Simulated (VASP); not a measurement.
Wanted: the native input for a VASP 6.6.1 run.

| Item | Value |
| --- | --- |
| Task | single point |
| Functional | PBEsol |
| Potentials or basis | VASP PAW PBE potentials, release 64 (Ba_sv) |
| Cutoff | 520 eV |
| k mesh | 14 × 14 × 14 |
| Occupations | gaussian, width 0.15 eV |
| Spin | no spin polarisation |
| Dipole correction | no |
| Further INCAR settings | ALGO = Normal; EDIFF = 1e-07; NBANDS = 11 |

The structure of Ba lies in POSCAR:

```
Ba
1.0
    0.0000000000      2.9528938375      2.9528938375
    2.9528938375      0.0000000000      2.9528938375
    2.9528938375      2.9528938375      0.0000000000
Ba
1
Direct
    0.0000000000      0.0000000000      0.0000000000
```

This isn't the form of Ba at room conditions, which is bcc.

These files were run (other wordings do the same):

INCAR

```
PREC = Accurate
ENCUT = 520
EDIFF = 1E-7
ISMEAR = 0
SIGMA = 0.15
LREAL = False
LASPH = True
NELM = 100
ALGO = Normal
ISIF = 2
LWAVE = False
LCHARG = True
GGA = PS
LELF = True
LVHAR = True
NBANDS = 11
```

KPOINTS

```
regular mesh
0
Gamma
  14 14 14
```

Potentials or basis: VASP PAW PBE potentials, release 64 (Ba_sv).

Command:

```sh
$ cat potpaw_PBE.64/Ba_sv/POTCAR > POTCAR
$ mpirun -np 1 vasp_std > vasp.out
```

Results of the run:

The pressure is 1.3 GPa and the band gap on the k mesh is zero (bands 5 and 6 overlap by 0.53 eV).

Caveat: the PAW data sets were made with another functional, which shifts forces and pressure a little; spin-orbit coupling is left out, which moves the levels of the heavy elements.

Run time: 14 s on 1 thread of Intel(R) Xeon(R) 6975P-C (Granite Rapids), on a shared host, peak memory 0.2 GiB.
